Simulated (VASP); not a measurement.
# KPt16: single point with PBE+D3(BJ)

System: KPt16, a slab with vacuum.

```
CELL_PARAMETERS angstrom
5.55589 0.00000 0.00000
-2.77794 4.81154 0.00000
0.00000 0.00000 25.80455
ATOMIC_POSITIONS crystal
Pt 0.33333 0.16667 0.32940
Pt 0.33333 0.66667 0.32940
Pt 0.83333 0.16667 0.32940
Pt 0.83333 0.66667 0.32940
Pt 0.66667 0.33333 0.41730
Pt 0.66667 0.83333 0.41730
Pt 0.16667 0.33333 0.41730
Pt 0.16667 0.83333 0.41730
Pt 0.99952 0.50048 0.50511
Pt 0.99952 0.99903 0.50511
Pt 0.50097 0.50048 0.50511
Pt 0.50000 0.00000 0.50401
Pt 0.33486 0.66972 0.59365
Pt 0.33486 0.16514 0.59365
Pt 0.83333 0.66667 0.59660
Pt 0.83028 0.16514 0.59365
K 0.16667 0.33333 0.69698
```

| Quantity | Value |
| --- | --- |
| Program | VASP 6.6.1 |
| Task | single point |
| Functional | PBE |
| Dispersion | D3(BJ) |
| Potentials or basis | VASP PAW PBE potentials, release 64 (Pt, K_sv) |
| Cutoff | 520 eV |
| k mesh | 6 × 6 × 1 |
| Occupations | gaussian, width 0.1 eV |
| Spin | no spin polarisation |

```yaml
Largest_force: 0.220 eV/Å
Band_gap_on_the_k_mesh: zero (an odd number of electrons rules out a gap without spin polarisation)
Dispersion_energy_per_atom: -0.566 eV
```

Forces on the atoms (eV/Å):
```
Pt  -0.002  0.001 -0.187
Pt   0.000 -0.002 -0.187
Pt   0.002  0.001 -0.187
Pt   0.000  0.000 -0.148
Pt   0.000  0.040  0.174
Pt   0.035 -0.020  0.174
Pt   0.000  0.000  0.220
Pt  -0.035 -0.020  0.174
Pt  -0.006  0.004  0.019
Pt   0.000 -0.007  0.019
Pt   0.006  0.004  0.019
Pt   0.000  0.000 -0.015
Pt   0.000 -0.005 -0.019
Pt  -0.004  0.002 -0.019
Pt   0.000  0.000 -0.031
Pt   0.004  0.002 -0.019
K    0.000  0.000  0.011
```

Levels at points of the mesh, in eV from the Fermi level:
| k point | band 81 | band 82 | band 83 | band 84 | band 85 | band 86 | band 87 | band 88 |
| --- | --- | --- | --- | --- | --- | --- | --- | --- |
| (0.00, 0.00, 0.00) | 0.28 | 0.29 | 0.29 | 0.53 | 0.53 | 0.53 | 0.53 | 0.57 |
| (0.50, 0.00, 0.00) | -0.42 | -0.41 | 0.00 | 0.01 | 0.03 | 0.05 | 0.08 | 0.12 |

Wall time 35 min on 1 thread of Intel(R) Xeon(R) Platinum 8259CL CPU @ 2.50GHz (Skylake/Cascade Lake), on a shared host, peak memory 0.85 GiB.

Caveat: spin-orbit coupling is left out, which moves the levels of the heavy elements.
